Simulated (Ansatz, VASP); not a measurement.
# GaAs in VASP and in Ansatz

```xyz
2
Lattice="0.0000 2.8728 2.8728 2.8728 0.0000 2.8728 2.8728 2.8728 0.0000" Properties=species:S:1:pos:R:3 pbc="T T T"
Ga    0.0000    0.0000    0.0000
As    4.3092    4.3092    4.3092
```

Alike in both runs: functional PBE; k mesh 10 × 10 × 10; occupations gaussian, width 0.01 eV; no spin polarisation.

Ansatz relaxed the structure, and its values are those at the end. VASP's run is a single point on that final structure, the one shown.

|  | VASP | Ansatz |
| --- | --- | --- |
| version | VASP 6.6.1 | Ansatz 0.2.0 |
| potentials or method | VASP PAW PBE potentials, release 64 (Ga_d, As), cutoff 520 eV | scalar-relativistic, plane waves, PAW |
| valence electrons in the cell | 18 | 28 |

```tsv
	VASP	Ansatz	Ansatz less VASP
gap on the k mesh at the Fermi level (eV)	0.16	0.16	0.000
least direct gap on the mesh (eV)	0.16	0.16	0.000
pressure (GPa)	0.1	0.0	-0.14
```

VASP's potentials hold 18 valence electrons a cell and Ansatz's 28, so a difference there can come from the potentials and not from the codes.
